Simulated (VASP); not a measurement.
# InP (Fm-3m) in VASP: notebook, part 3 of 3

VASP 6.6.1. The steps go on from the part before.

## (4) Single point, PBEsol

Input file INCAR:

```
PREC = Accurate
ENCUT = 500
EDIFF = 1E-6
ISMEAR = 0
SIGMA = 0.02
LREAL = F
LASPH = T
NELM = 120
ALGO = Normal
ISIF = 2
LWAVE = F
LCHARG = F
GGA = PS
NBANDS = 16
GGA_COMPAT = F
```

Input file KPOINTS:

```
regular mesh
0
Gamma
  8 8 8
```

Input file POSCAR:

```
InP
1.0
    0.0000000000      2.7688340000      2.7688340000
    2.7688340000      0.0000000000      2.7688340000
    2.7688340000      2.7688340000      0.0000000000
In P
1 1
Direct
    0.0000000000      0.0000000000      0.0000000000
    0.5000000000      0.5000000000      0.5000000000
```

On the command line:

```bash
$ cat potpaw_PBE.64/In_d/POTCAR potpaw_PBE.64/P/POTCAR > POTCAR
$ mpirun -np 1 vasp_std > vasp.out
```

It took 12 s on 1 thread of Intel Xeon Platinum 8488C (Sapphire Rapids), shared host; peak memory 0.17 GiB.

It converged, with:

```
Free energy            : -8.7647 eV
Pressure               : -3.4 GPa
Band gap on the k mesh : zero (bands 9 and 10 overlap by 2.66 eV)
```

Levels at points of the mesh, in eV from the Fermi level:
| k point | band 7 | band 8 | band 9 | band 10 | band 11 | band 12 |
| --- | --- | --- | --- | --- | --- | --- |
| (0.00, 0.00, 0.00) | -0.34 | -0.34 | -0.34 | 0.39 | 6.97 | 6.97 |
| (0.50, 0.00, 0.00) | -6.78 | 0.09 | 0.09 | 2.32 | 3.25 | 3.25 |
| (0.50, 0.50, 0.00) | -5.08 | -2.66 | -2.43 | -2.43 | 3.66 | 9.72 |

Caveat: the cell stands under tension; the PAW data sets were made with another functional, which shifts forces and pressure a little; spin-orbit coupling is left out, which moves the levels of the heavy elements.

## (5) Single point, PBE

Input file INCAR:

```
PREC = Accurate
ENCUT = 500
EDIFF = 1E-6
ISMEAR = 0
SIGMA = 0.05
LREAL = F
LASPH = T
NELM = 120
ALGO = Normal
ISIF = 2
LWAVE = F
LCHARG = T
GGA = PE
LELF = T
LVHAR = T
NBANDS = 16
GGA_COMPAT = F
```

Input file KPOINTS:

```
Automatic mesh
0
Gamma
  8 8 8
```

Input file POSCAR:

```
InP
1.0
    3.9157225900      0.0000000000      0.0000000000
    1.9578612950      3.3911152371      0.0000000000
    1.9578612950      1.1303717457      3.1971741066
In P
1 1
Direct
    0.0000000000      0.0000000000      0.0000000000
    0.5000000000      0.5000000000      0.5000000000
```

Potentials or basis: VASP PAW PBE potentials, release 64 (In_d, P).

On the command line:

```bash
$ cat potpaw_PBE.64/In_d/POTCAR potpaw_PBE.64/P/POTCAR > POTCAR
$ mpirun -np 1 vasp_std > vasp.out
```

OUTCAR:

```text
PREC = Accurate
   ENCUT = 500
   EDIFF = 1E-6
   ISMEAR = 0
   LREAL = F
   LASPH = T
   NELM = 120
   ISIF = 2
   GGA = PE

 ion  position               nearest neighbor table
   1  0.000  0.000  0.000-   2 2.77   2 2.77   2 2.77   2 2.77   2 2.77   2 2.77
   2  0.500  0.500  0.500-   1 2.77   1 2.77   1 2.77   1 2.77   1 2.77   1 2.77

  LATTYP: Found a face centered cubic cell.
 ALAT       =     5.5376679933

  Lattice vectors:

 A1 = (   3.9157225900,   0.0000000000,   0.0000000000)
 A2 = (   1.9578612950,   3.3911152371,   0.0000000000)
 A3 = (   1.9578612950,   1.1303717457,   3.1971741066)

Analysis of symmetry for initial positions (statically):
=====================================================================
 Subroutine PRICEL returns:
 Original cell was already a primitive cell.

 Routine SETGRP: Setting up the symmetry group for a
 face centered cubic supercell.

 Subroutine GETGRP returns: Found 48 space group operations
 (whereof 48 operations were pure point group operations)
 out of a pool of 48 trial point group operations.

[... 160 lines left out ...]

  energy without entropy =       -7.90734597  energy(sigma->0) =       -7.90814431

 E-fermi :   7.1522     XC(G=0): -10.3953

 val. band max:        7.1266024250   @ k =  -0.3750   0.5000   0.1250
 cond. band min:       7.1960660372   @ k =  -0.3750   0.3750  -0.0000
 fundamental gap:      0.0694636122
 Fermi energy:         7.1521805563

 k-point     1 :       0.0000    0.0000    0.0000
  band No.  band energies     occupation
      1      -7.2118      2.00000
      2      -7.2118      2.00000
      3      -7.1929      2.00000
      4      -7.1929      2.00000
      5      -7.1929      2.00000
      6      -4.9590      2.00000
[... 433 lines left out ...]
      3      -7.1790      2.00000
      4      -7.1451      2.00000
      5      -7.1040      2.00000
      6      -2.3719      2.00000
[... 8 lines left out ...]
     15      17.1235      0.00000
     16      19.8110      0.00000

 [... further k-points ...]

------------------------ aborting loop because EDIFF is reached ----------------------------------------

  FORCE on cell =-STRESS in cart. coord.  units (eV):
  Direction    XX          YY          ZZ          XY          YZ          ZX
  --------------------------------------------------------------------------------------
  -------------------------------------------------------------------------------------
  Total       -0.0275603     -0.0275603     -0.0275603      0.0000000      0.0000000      0.0000000
  in kB       -1.0400960     -1.0400960     -1.0400960      0.0000000      0.0000000      0.0000000
  external PRESSURE =      -1.0400960 kB  Pullay stress =       0.0000000 kB

 VOLUME and BASIS-vectors are now :
 -----------------------------------------------------------------------------
  energy-cutoff  :      500.00
  volume of cell :       42.45
      direct lattice vectors                 reciprocal lattice vectors
     3.915722590  0.000000000  0.000000000     0.255380706 -0.147444119 -0.104258737
     1.957861295  3.391115237  0.000000000     0.000000000  0.294888239 -0.104258737
     1.957861295  1.130371746  3.197174107     0.000000000  0.000000000  0.312776210

 POSITION                                       TOTAL-FORCE (eV/Angst)
 -----------------------------------------------------------------------------------
      0.00000      0.00000      0.00000         0.000000      0.000000      0.000000
      3.91572      2.26074      1.59859        -0.000000     -0.000000      0.000000
 -----------------------------------------------------------------------------------
    total drift:                                0.000000     -0.000000     -0.000000

  FREE ENERGIE OF THE ION-ELECTRON SYSTEM (eV)
  ---------------------------------------------------
  free  energy   TOTEN  =        -7.9089426433 eV

  energy  without entropy=       -7.9073459734  energy(sigma->0) =       -7.90814431
```

stdout:

```text
POSCAR found type information on POSCAR InP
 POSCAR found :  2 types and       2 ions
 scaLAPACK will be used
 LDA part: xc-table for (Slater+PW92), standard interpolation
 POSCAR, INCAR and KPOINTS ok, starting setup
 FFT: planning ... GRIDC
 FFT: planning ... GRID_SOFT
 FFT: planning ... GRID
 WAVECAR not read
 entering main loop
```

Run time: 13 s. Hardware: 1 thread of Intel Xeon Platinum 8488C (Sapphire Rapids), shared host; peak memory 0.17 GiB.

Results:

```yaml
Free_energy: -7.9089 eV
Pressure: -0.1 GPa
Band_gap_on_the_k_mesh: zero (bands 9 and 10 overlap by 2.63 eV)
```

Levels at points of the mesh, in eV from the Fermi level:
```csv
k point,band 6,band 7,band 8,band 9,band 10,band 11,band 12,band 13
"(0.00, 0.00, 0.00)",-12.11,-0.38,-0.38,-0.38,0.42,6.99,6.99,6.99
"(0.50, 0.00, 0.00)",-10.03,-6.75,0.05,0.05,2.38,3.29,3.29,5.08
"(0.50, 0.50, 0.00)",-8.93,-5.05,-2.62,-2.43,-2.43,3.73,9.76,9.76
```

Caveat: spin-orbit coupling is left out, which moves the levels of the heavy elements.

## (6) Single point, PBEsol-based screened hybrid with 25 % exact exchange

This run uses another cell than the first one, of 20.09 Å³/atom.

Input file POSCAR:

```
InP
1.0
    0.0000000000      2.7184966657      2.7184966657
    2.7184966657      0.0000000000      2.7184966657
    2.7184966657      2.7184966657      0.0000000000
In P
1 1
Direct
    0.0000000000      0.0000000000      0.0000000000
    0.5000000000      0.5000000000      0.5000000000
```

Input file INCAR.step1:

```
SYSTEM = InP
  PREC = Accurate
  ENCUT = 520
  EDIFF = 1E-5
  ISMEAR = -1
  SIGMA = 0.05
  LREAL = .FALSE.
  LASPH = .TRUE.
  NELM = 80
  ALGO = Normal
  ISIF = 2
  LWAVE = .TRUE.
  LCHARG = .FALSE.
  NBANDS = 16
  GGA = PE
```

Input file INCAR.step2:

```
SYSTEM = InP
  PREC = Accurate
  ENCUT = 520
  EDIFF = 1E-6
  ISMEAR = -1
  SIGMA = 0.05
  LREAL = .FALSE.
  LASPH = .TRUE.
  NELM = 80
  ALGO = Normal
  ISIF = 2
  LWAVE = .FALSE.
  LCHARG = .FALSE.
  GGA = PS
  LHFCALC = .TRUE.
  AEXX = 0.25
  HFSCREEN = 0.207
  PRECFOCK = Normal
  NBANDS = 16
  ISTART = 1
```

Input file KPOINTS:

```
Automatic mesh
0
G
  4 4 4
  0 0 0
```

Potentials or basis: VASP PAW PBE potentials, release 64 (In_d, P).

On the command line:

```bash
$ cat potpaw_PBE.64/In_d/POTCAR potpaw_PBE.64/P/POTCAR > POTCAR
$ cp INCAR.step1 INCAR
$ mpirun -np 1 vasp_std > vasp.out
$ cp INCAR.step2 INCAR
$ mpirun -np 1 vasp_std > vasp.out
```

Run time: 13 min. Hardware: 1 thread of Intel Xeon 8259CL, shared host; peak memory 0.27 GiB.

Results (log left out):

```
Free energy            : -9.7186 eV
Pressure               : -0.1 GPa
Band gap on the k mesh : zero (bands 9 and 10 overlap by 2.57 eV)
```

Levels at points of the mesh, in eV from the Fermi level:
```tsv
k point	band 7	band 8	band 9	band 10	band 11	band 12
(0.00, 0.00, 0.00)	-0.59	-0.59	-0.59	1.41	7.62	7.62
(0.50, 0.00, 0.00)	-7.99	-0.03	-0.03	2.85	3.68	3.68
(0.50, 0.50, 0.00)	-6.16	-3.06	-3.06	-2.59	3.99	11.30
```

Caveat: the k points lie up to 0.50 Å⁻¹ apart, too coarse for converged energies and pressures of a metal; the PAW data sets were made with another functional, which shifts forces and pressure a little; spin-orbit coupling is left out, which moves the levels of the heavy elements.

## (7) The runs side by side

| level | cell | k mesh | cutoff (eV) | smearing | grid for exact exchange (PRECFOCK) | share of exact exchange | screening parameter | gap on the mesh (eV) | pressure (GPa) |
| --- | --- | --- | --- | --- | --- | --- | --- | --- | --- |
| PBE | a = 3.916 Å, angles 60.0°, 2 atoms | 8 × 8 × 8 | 500 | gaussian 0.1 eV | - | - | - | none | -0.1 |
| PBE | a = 3.916 Å, angles 60.0°, 2 atoms | 8 × 8 × 8 | 500 | gaussian 0.05 eV | - | - | - | none | -0.1 |
| PBEsol | a = 3.916 Å, angles 60.0°, 2 atoms | 8 × 8 × 8 | 500 | gaussian 0.02 eV | - | - | - | none | -3.4 |
| PBEsol-based screened hybrid with 25 % exact exchange | a = 3.845 Å, angles 60.0°, 2 atoms | 4 × 4 × 4 | 520 | fermi-dirac 0.05 eV | Normal | 0.25 | 0.207 1/Å | none | -0.1 |

Alike in all rows: task single point; potentials or basis VASP PAW PBE potentials, release 64 (In_d, P); no spin polarisation.

Caveats: some runs use coarse meshes; spin-orbit coupling is left out, which moves the levels of the heavy elements; the PAW data sets were made with another functional, which shifts forces and pressure a little (at least some runs); the cell stands under tension (at least some runs).

Absolute energies hang on the potentials; compare differences alone.
